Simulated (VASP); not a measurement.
Ti: single point with LDA

Crystal: Ti.

```
Ti
1.0
     0.00000    2.00053    2.00053
     1.93052    0.00000    2.00053
     1.93052    2.00053    0.00000
Ti
1
Direct
  0.00000 0.00000 0.00000
```

This cell differs from its parent crystal: normal strain along x -0.0350, normal strain along y +0.0000.

```json
{
 "Program": "VASP 6.6.1",
 "Task": "single point",
 "Functional": "LDA",
 "Potentials or basis": "VASP PAW LDA potentials, release 64 (Ti_sv)",
 "Cutoff": "520 eV",
 "k mesh": "20 × 20 × 20",
 "Occupations": "gaussian, width 0.15 eV",
 "Spin": "no spin polarisation"
}
```

- Pressure: 4.5 GPa
- Band gap on the k mesh: zero (bands 6 and 7 overlap by 1.35 eV)

Stress tensor (GPa, compression positive):
```
5.28 0.00 0.00
0.00 4.13 0.00
0.00 0.00 4.13
```

Levels at points of the mesh, in eV from the Fermi level:
```tsv
k point	band 3	band 4	band 5	band 6	band 7	band 8	band 9	band 10
(0.00, 0.00, 0.00)	-31.91	-31.90	-6.26	0.81	0.81	1.12	2.60	2.97
(0.50, 0.00, 0.00)	-32.05	-32.00	-2.86	0.57	0.94	1.09	4.01	4.17
(0.50, 0.50, 0.00)	-32.26	-32.20	-3.02	-2.03	3.28	4.05	4.31	4.54
(0.00, 0.50, 0.50)	-32.29	-32.29	-3.01	-2.14	4.00	4.05	4.44	4.44
```

Wall time 100 s on 1 thread of AMD EPYC 9R45 (Zen 5), with other jobs on the host, peak memory 0.19 GiB.

Caveat: the cell differs from its parent crystal (normal strain along x -0.0350, normal strain along y +0.0000); the cell stands under pressure.
